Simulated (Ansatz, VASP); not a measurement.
## Al2O3 in VASP and in Ansatz

```
Al O
1.0
     2.43906    1.40819    4.11505
    -2.43906    1.40819    4.11505
     0.00000   -2.81638    4.11505
Al O
4 6
Direct
  0.85192 0.85192 0.85192
  0.64808 0.64808 0.64808
  0.14808 0.14808 0.14808
  0.35192 0.35192 0.35192
  0.05639 0.44361 0.75000
  0.75000 0.05639 0.44361
  0.44361 0.75000 0.05639
  0.94361 0.55639 0.25000
  0.25000 0.94361 0.55639
  0.55639 0.25000 0.94361
```

Change from the starting cell: strain +0.025 along x and y, -0.050 along z, atoms carried along.

Alike in both runs: task single point; functional r2SCAN; k mesh 6 × 6 × 6; occupations gaussian, width 0.05 eV; no spin polarisation.

```csv
,VASP,Ansatz
version,VASP 6.6.1,Ansatz 0.2.0
potentials or method,"VASP PAW PBE potentials, release 64 (Al, O), cutoff 520 eV","scalar-relativistic, plane waves, PAW"
valence electrons in the cell,48,48
```

Ansatz gave:

- gap on the k mesh at the Fermi level (eV): 6.45
- least direct gap on the mesh (eV): 6.45
- pressure (GPa): -0.1
- traceless stress, the component that is largest in VASP (GPa): 21.52
- rms of the force components (eV/Å): 0.255

**Question.** What did VASP give for the same quantities?

**Answer.** gap on the k mesh at the Fermi level (eV): 6.46; least direct gap on the mesh (eV): 6.46; pressure (GPa): -0.6; traceless stress, the component that is largest in VASP (GPa): 21.55; rms of the force components (eV/Å): 0.253.

VASP's potentials were made for PBE, not for r2SCAN. Atom by atom the forces differ by 0.004 eV/Å (rms over components). With one functional, cell and mesh, what is left measures potentials, basis and numerics.
